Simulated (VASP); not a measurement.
# Bi2Te3 (R-3m) in VASP: further runs, part 2 of 2

VASP 6.6.1. The steps go on from the part before.

## (4) Electric field gradients, PBE (equal xx and yy strain of -3 %)

The input, INCAR:

```
SYSTEM = Bi2Te3
PREC     = Accurate       ! precision mode
ENCUT    = 520            ! plane-wave cutoff, eV
EDIFF    = 1E-8           ! SCF threshold, eV
ISMEAR   = -1             ! smearing method
SIGMA    = 0.08           ! smearing width, eV
LREAL    = .FALSE.        ! projectors in reciprocal space
LASPH    = .TRUE.         ! aspherical terms in the spheres
NELM     = 80             ! most SCF steps
ALGO     = Normal         ! electronic algorithm
ISIF     = 2              ! what is computed and relaxed
LWAVE    = .FALSE.        ! write WAVECAR
LCHARG   = .FALSE.        ! write CHGCAR
GGA      = PE             ! functional
LEFG     = .TRUE.       
NBANDS   = 32             ! bands
```

The input, KPOINTS:

```
regular mesh
0
G
  7 7 7
  0 0 0
```

The input, POSCAR:

```
Bi2Te3
1.0
    2.1272105416      1.2281455788     10.1656700000
   -2.1272105416      1.2281455788     10.1656700000
    0.0000000000     -2.4562911576     10.1656700000
Bi Te
2 3
Direct
    0.4000000000      0.4000000000      0.4000000000
    0.6000000000      0.6000000000      0.6000000000
    0.0000000000      0.0000000000      0.0000000000
    0.2095000000      0.2095000000      0.2095000000
    0.7905000000      0.7905000000      0.7905000000
```

Potentials or basis: VASP PAW PBE potentials, release 64 (Bi_d, Te).

The run is started by

```sh
cat potpaw_PBE.64/Bi_d/POTCAR potpaw_PBE.64/Te/POTCAR > POTCAR
mpirun -np 1 vasp_std > vasp.out
```

OUTCAR:

```text
SYSTEM = Bi2Te3
   PREC = Accurate
   ENCUT = 520
   EDIFF = 1E-8
   ISMEAR = -1
   LREAL = .FALSE.
   LASPH = .TRUE.
   NELM = 80
   ISIF = 2
   GGA = PE

 ion  position               nearest neighbor table
   1  0.400  0.400  0.400-   5 3.01   5 3.01   5 3.01   3 3.19   3 3.19   3 3.19
   2  0.600  0.600  0.600-   4 3.01   4 3.01   4 3.01   3 3.19   3 3.19   3 3.19
   3  0.000  0.000  0.000-   2 3.19   1 3.19   2 3.19   2 3.19   1 3.19   1 3.19
   4  0.209  0.209  0.209-   2 3.01   2 3.01   2 3.01   5 3.59   5 3.59   5 3.59
   5  0.791  0.791  0.791-   1 3.01   1 3.01   1 3.01   4 3.59   4 3.59   4 3.59

  LATTYP: Found a trigonal (rhomboedric) cell.
 ALAT       =    10.4582126962
 COS(alpha) =     0.9172560959

  Lattice vectors:

 A1 = (   2.1272105416,   1.2281455788,  10.1656700000)
 A2 = (  -2.1272105416,   1.2281455788,  10.1656700000)
 A3 = (   0.0000000000,  -2.4562911576,  10.1656700000)

Analysis of symmetry for initial positions (statically):
=====================================================================
 Subroutine PRICEL returns:
 Original cell was already a primitive cell.
[... 1050 lines left out ...]
      0.00000      0.00000     24.10789         0.000000      0.000000      0.319272
 -----------------------------------------------------------------------------------
    total drift:                               -0.000000     -0.000000     -0.000000

  FREE ENERGIE OF THE ION-ELECTRON SYSTEM (eV)
  ---------------------------------------------------
  free  energy   TOTEN  =       -18.0932666996 eV

  energy  without entropy=      -18.0916401176  energy(sigma->0) =      -18.09245341

 Electric field gradients (V/A^2)
---------------------------------------------------------------------
 ion       V_xx      V_yy      V_zz      V_xy      V_xz      V_yz
---------------------------------------------------------------------
   1     -22.915   -22.915    45.830     0.000     0.000     0.000
   2     -22.915   -22.915    45.830     0.000    -0.000     0.000
   3     -60.515   -60.515   121.030     0.000    -0.000     0.000
   4     -13.626   -13.626    27.252    -0.000    -0.000     0.000
   5     -13.626   -13.626    27.252    -0.000    -0.000     0.000
---------------------------------------------------------------------

 Electric field gradients after diagonalization (V/A^2)
 (convention: |V_zz| > |V_xx| > |V_yy|)
----------------------------------------------------------------------
 ion       V_xx      V_yy      V_zz     asymmetry (V_yy - V_xx)/ V_zz
----------------------------------------------------------------------
   1     -22.915   -22.915    45.830       0.000
   2     -22.915   -22.915    45.830       0.000
   3     -60.515   -60.515   121.030       0.000
   4     -13.626   -13.626    27.252       0.000
   5     -13.626   -13.626    27.252       0.000
----------------------------------------------------------------------

           NMR quadrupolar parameters

 Cq : quadrupolar parameter    Cq=e*Q*V_zz/h
 eta: asymmetry parameters     (V_yy - V_xx)/ V_zz
 Q  : nuclear electric quadrupole moment in mb (millibarn)
----------------------------------------------------------------------
 ion       Cq(MHz)       eta       Q (mb)
----------------------------------------------------------------------
   1       0.111       0.000       1.000
   2       0.111       0.000       1.000
   3       0.293       0.000       1.000
   4       0.066       0.000       1.000
   5       0.066       0.000       1.000
----------------------------------------------------------------------
```

Run time: 23 min. Hardware: 1 thread of Intel Xeon Platinum 8488C (Sapphire Rapids), shared host; peak memory 0.95 GiB.

What came out:

| Property | Result |
| --- | --- |
| Free energy | -18.0933 eV |
| Pressure | 5.6 GPa |
| Largest force | 0.319 eV/Å |
| Band gap on the k mesh | 0.34 eV |
| Largest electric field gradient by atom | Bi +45.8; Te +121.0, +27.3 (each value once) V/Å² |

Forces in eV/Å, atoms in the order of the input:
```
Bi   0.000  0.000 -0.146
Bi   0.000  0.000  0.146
Te   0.000  0.000  0.000
Te   0.000  0.000 -0.319
Te   0.000  0.000  0.319
```

Levels at points of the mesh, in eV from the valence-band top:
```tsv
k point	band 21	band 22	band 23	band 24	band 25	band 26	band 27	band 28
(0.00, 0.00, 0.00)	-1.87	-1.00	-1.00	0.00	0.34	0.58	0.58	1.95
```

Electric field gradients, principal values (V/Å²):
| atom | least | middle | greatest (by size) |
| --- | --- | --- | --- |
| 1 Bi | -22.915 | -22.915 | 45.830 |
| 2 Bi | -22.915 | -22.915 | 45.830 |
| 3 Te | -60.515 | -60.515 | 121.030 |
| 4 Te | -13.626 | -13.626 | 27.252 |
| 5 Te | -13.626 | -13.626 | 27.252 |

Caveat: the cell differs from its parent crystal (equal xx and yy strain of -3 %); the cell stands under pressure; without QUAD_EFG the Cq values of the log hold for a quadrupole moment of 1 mb, not for the nuclei; spin-orbit coupling is left out, which moves the levels of the heavy elements.

## (5) Electric field gradients, PBE (equal xx and yy strain of -3 %)

The input, INCAR:

```
PREC = Accurate
ENCUT = 520
EDIFF = 1E-8
ISMEAR = -1
SIGMA = 0.08
LREAL = False
LASPH = True
NELM = 100
ALGO = Normal
ISIF = 2
LWAVE = False
LCHARG = False
GGA = PE
LEFG = True
NBANDS = 32
```

The input, KPOINTS:

```
Automatic mesh
0
Gamma
  7 7 7
```

POSCAR is that of step 4.

Potentials or basis: VASP PAW PBE potentials, release 64 (Bi_d, Te).

The run is started by

```sh
cat potpaw_PBE.64/Bi_d/POTCAR potpaw_PBE.64/Te/POTCAR > POTCAR
mpirun -np 1 vasp_std > vasp.out
```

OUTCAR:

```text
PREC = Accurate
   ENCUT = 520
   EDIFF = 1E-8
   ISMEAR = -1
   LREAL = False
   LASPH = True
   NELM = 100
   ISIF = 2
   GGA = PE

 ion  position               nearest neighbor table
   1  0.400  0.400  0.400-   5 3.01   5 3.01   5 3.01   3 3.19   3 3.19   3 3.19
   2  0.600  0.600  0.600-   4 3.01   4 3.01   4 3.01   3 3.19   3 3.19   3 3.19
   3  0.000  0.000  0.000-   2 3.19   1 3.19   2 3.19   2 3.19   1 3.19   1 3.19
   4  0.209  0.209  0.209-   2 3.01   2 3.01   2 3.01   5 3.59   5 3.59   5 3.59
   5  0.791  0.791  0.791-   1 3.01   1 3.01   1 3.01   4 3.59   4 3.59   4 3.59

  LATTYP: Found a trigonal (rhomboedric) cell.
 ALAT       =    10.4582126962
 COS(alpha) =     0.9172560959

  Lattice vectors:

 A1 = (   2.1272105416,   1.2281455788,  10.1656700000)
 A2 = (  -2.1272105416,   1.2281455788,  10.1656700000)
 A3 = (   0.0000000000,  -2.4562911576,  10.1656700000)

Analysis of symmetry for initial positions (statically):
=====================================================================
 Subroutine PRICEL returns:
 Original cell was already a primitive cell.

 Routine SETGRP: Setting up the symmetry group for a
 trigonal (rhombohedral) supercell.

 Subroutine GETGRP returns: Found 12 space group operations
 (whereof 12 operations were pure point group operations)
 out of a pool of 12 trial point group operations.

The static configuration has the point symmetry D_3d.

Analysis of symmetry for dynamics (positions and initial velocities):
=====================================================================
 Subroutine PRICEL returns:
 Original cell was already a primitive cell.

 Routine SETGRP: Setting up the symmetry group for a
 trigonal (rhombohedral) supercell.

 Subroutine GETGRP returns: Found 12 space group operations
 (whereof 12 operations were pure point group operations)
 out of a pool of 12 trial point group operations.

The dynamic configuration has the point symmetry D_3d.

 Subroutine INISYM returns: Found 12 space group operations
 (whereof 12 operations are pure point group operations),
 and found     1 'primitive' translations

----------------------------------------------------------------------------------------

                                     Primitive cell

  volume of cell :     159.3484

  direct lattice vectors                    reciprocal lattice vectors
     2.127210542  1.228145579 10.165670000     0.235049606  0.135705953  0.032790100
    -2.127210542  1.228145579 10.165670000    -0.235049606  0.135705953  0.032790100
     0.000000000 -2.456291158 10.165670000     0.000000000 -0.271411907  0.032790100

  length of vectors
    10.458212696 10.458212696 10.458212696     0.273385467  0.273385467  0.273385467

  position of ions in fractional coordinates (direct lattice)
     0.400000000  0.400000000  0.400000000
     0.600000000  0.600000000  0.600000000
     0.000000000  0.000000000  0.000000000
     0.209500000  0.209500000  0.209500000
     0.790500000  0.790500000  0.790500000

  ion indices of the primitive-cell ions
   primitive index   ion index
                 1           1
                 2           2
[... 96 lines left out ...]
  volume/ion in A,a.u.               =      31.87       215.07
  Fermi-wavevector in a.u.,A,eV,Ry     =   1.097420  2.073822 16.385902  1.204330
  Thomas-Fermi vector in A             =   2.233779
   LORBIT       =      0    0 simple, 1 ext, 2 COOP (PROOUT), +10 PAW based schemes
   GGA     = PE    functional components
   LHFCALC =     F    Hartree Fock is set to
   AEXX    =    0.0000 exact exchange contribution
   IVDW    =     0    specifies the selected vdW correction
   LEPSILON=     F    determine dielectric tensor
   LRPA    =     F    only Hartree local field effects (RPA)
 non-spin polarized calculation
  energy-cutoff  :      520.00
  volume of cell :      159.35
 maximum number of plane-waves:      4317
 NGX is ok and might be reduce to    80
   NGX = 39   NGY = 39   NGZ = 39

 number of electron      48.0000004 magnetization

 Free energy of the ion-electron system (eV)
  ---------------------------------------------------
  ext. energy  EPLUGINS =         0.00000000
  ---------------------------------------------------
  free energy    TOTEN  =       -18.09326670 eV

  energy without entropy =      -18.09164012  energy(sigma->0) =      -18.09245341

 E-fermi :   7.2629     XC(G=0):  -9.6066

 val. band max:        7.1440585359   @ k =   0.0000   0.0000   0.0000
 cond. band min:       7.4811554258   @ k =   0.0000   0.0000   0.0000
 fundamental gap:      0.3370968899
 Fermi energy:         7.2629397265

 k-point     1 :       0.0000    0.0000    0.0000
  band No.  band energies     occupation
      1     -16.2812      2.00000
      2     -16.2812      2.00000
      3     -16.2794      2.00000
      4     -16.2794      2.00000
      5     -16.2667      2.00000
      6     -16.2650      2.00000
[... 829 lines left out ...]
     31      11.3353      0.00000
     32      11.4150      0.00000

 [... further k-points ...]

------------------------ aborting loop because EDIFF is reached ----------------------------------------

  FORCE on cell =-STRESS in cart. coord.  units (eV):
  Direction    XX          YY          ZZ          XY          YZ          ZX
  --------------------------------------------------------------------------------------
  -------------------------------------------------------------------------------------
  Total        5.9221238      5.9221238      4.9699289      0.0000000     -0.0000000      0.0000000
  in kB       59.5443391     59.5443391     49.9704405      0.0000000     -0.0000000      0.0000000
  external PRESSURE =      56.3530395 kB  Pullay stress =       0.0000000 kB

 VOLUME and BASIS-vectors are now :
 -----------------------------------------------------------------------------
  energy-cutoff  :      520.00
  volume of cell :      159.35
      direct lattice vectors                 reciprocal lattice vectors
     2.127210542  1.228145579 10.165670000     0.235049606  0.135705953  0.032790100
    -2.127210542  1.228145579 10.165670000    -0.235049606  0.135705953  0.032790100
     0.000000000 -2.456291158 10.165670000     0.000000000 -0.271411907  0.032790100

 POSITION                                       TOTAL-FORCE (eV/Angst)
 -----------------------------------------------------------------------------------
      0.00000      0.00000     12.19880         0.000000     -0.000000     -0.146238
      0.00000      0.00000     18.29821         0.000000      0.000000      0.146238
      0.00000      0.00000      0.00000         0.000000      0.000000      0.000000
      0.00000      0.00000      6.38912         0.000000      0.000000     -0.319272
      0.00000      0.00000     24.10789         0.000000      0.000000      0.319272
 -----------------------------------------------------------------------------------
    total drift:                               -0.000000     -0.000000     -0.000000

  FREE ENERGIE OF THE ION-ELECTRON SYSTEM (eV)
  ---------------------------------------------------
  free  energy   TOTEN  =       -18.0932666996 eV

  energy  without entropy=      -18.0916401176  energy(sigma->0) =      -18.09245341

 Electric field gradients (V/A^2)
---------------------------------------------------------------------
 ion       V_xx      V_yy      V_zz      V_xy      V_xz      V_yz
---------------------------------------------------------------------
   1     -22.915   -22.915    45.830     0.000     0.000     0.000
   2     -22.915   -22.915    45.830     0.000    -0.000     0.000
   3     -60.515   -60.515   121.030     0.000    -0.000     0.000
   4     -13.626   -13.626    27.252    -0.000    -0.000     0.000
   5     -13.626   -13.626    27.252    -0.000    -0.000     0.000
---------------------------------------------------------------------

 Electric field gradients after diagonalization (V/A^2)
 (convention: |V_zz| > |V_xx| > |V_yy|)
----------------------------------------------------------------------
 ion       V_xx      V_yy      V_zz     asymmetry (V_yy - V_xx)/ V_zz
----------------------------------------------------------------------
   1     -22.915   -22.915    45.830       0.000
   2     -22.915   -22.915    45.830       0.000
   3     -60.515   -60.515   121.030       0.000
   4     -13.626   -13.626    27.252       0.000
   5     -13.626   -13.626    27.252       0.000
----------------------------------------------------------------------

           NMR quadrupolar parameters

 Cq : quadrupolar parameter    Cq=e*Q*V_zz/h
 eta: asymmetry parameters     (V_yy - V_xx)/ V_zz
 Q  : nuclear electric quadrupole moment in mb (millibarn)
----------------------------------------------------------------------
 ion       Cq(MHz)       eta       Q (mb)
----------------------------------------------------------------------
   1       0.111       0.000       1.000
   2       0.111       0.000       1.000
   3       0.293       0.000       1.000
   4       0.066       0.000       1.000
   5       0.066       0.000       1.000
----------------------------------------------------------------------
```

OSZICAR:

```text
N       E                     dE             d eps       ncg     rms          rms(c)
DAV:   1     0.441676651364E+03    0.44168E+03   -0.21748E+04  2816   0.148E+03
DAV:   2     0.300766062033E+02   -0.41160E+03   -0.39518E+03  2888   0.385E+02
[... 11 lines left out ...]
DAV:  14    -0.180932668355E+02   -0.69888E-06   -0.10548E-06  3632   0.546E-03    0.162E-03
DAV:  15    -0.180932667168E+02    0.11867E-06   -0.32401E-07  2784   0.235E-03    0.210E-03
DAV:  16    -0.180932666963E+02    0.20485E-07   -0.31875E-08  2824   0.135E-03    0.418E-04
DAV:  17    -0.180932666722E+02    0.24128E-07   -0.43785E-09  1856   0.452E-04    0.475E-04
DAV:  18    -0.180932666862E+02   -0.13951E-07   -0.18871E-09  1600   0.311E-04    0.207E-04
DAV:  19    -0.180932666964E+02   -0.10186E-07   -0.53432E-10  1536   0.170E-04    0.440E-05
DAV:  20    -0.180932666996E+02   -0.32705E-08   -0.17056E-10  1544   0.103E-04
   1 F= -.18093267E+02 E0= -.18092453E+02  d E =-.162658E-02
```

It took 22 min on 1 thread of Intel Xeon Platinum 8488C (Sapphire Rapids), shared host; peak memory 0.96 GiB.

Results:

* Free energy: -18.0933 eV
* Pressure: 5.6 GPa
* Largest force: 0.319 eV/Å
* Band gap on the k mesh: 0.34 eV
* Largest electric field gradient by atom: Bi +45.8; Te +121.0, +27.3 (each value once) V/Å²

Forces in eV/Å, atoms in the order of the input:
```
Bi   0.000  0.000 -0.146
Bi   0.000  0.000  0.146
Te   0.000  0.000  0.000
Te   0.000  0.000 -0.319
Te   0.000  0.000  0.319
```

Electric field gradients, principal values (V/Å²):
```tsv
atom	least	middle	greatest (by size)
1 Bi	-22.915	-22.915	45.830
2 Bi	-22.915	-22.915	45.830
3 Te	-60.515	-60.515	121.030
4 Te	-13.626	-13.626	27.252
5 Te	-13.626	-13.626	27.252
```

Caveat: the cell differs from its parent crystal (equal xx and yy strain of -3 %); the cell stands under pressure; without QUAD_EFG the Cq values of the log hold for a quadrupole moment of 1 mb, not for the nuclei; spin-orbit coupling is left out, which moves the levels of the heavy elements. A k mesh can miss the band edges.

## (6) The runs side by side

```tsv
cell	gap on the mesh (eV)	pressure (GPa)	largest force (eV/Å)
a = 10.181 Å, angles 24.9°, 5 atoms	0.17	3.8	0.23
a = 10.378 Å, angles 24.4°, 5 atoms	0.24	2.5	0.06
a = 10.458 Å, angles 23.5°, 5 atoms	0.34	5.6	0.32
```

Alike in all rows: task electric field gradients; level PBE; potentials or basis VASP PAW PBE potentials, release 64 (Bi_d, Te); no spin polarisation; k mesh 7 × 7 × 7; cutoff (eV) 520; smearing fermi-dirac 0.08 eV.

Caveats: spin-orbit coupling is left out, which moves the levels of the heavy elements; the cell stands under pressure (at least some runs).

Absolute energies hang on the potentials; compare differences alone.
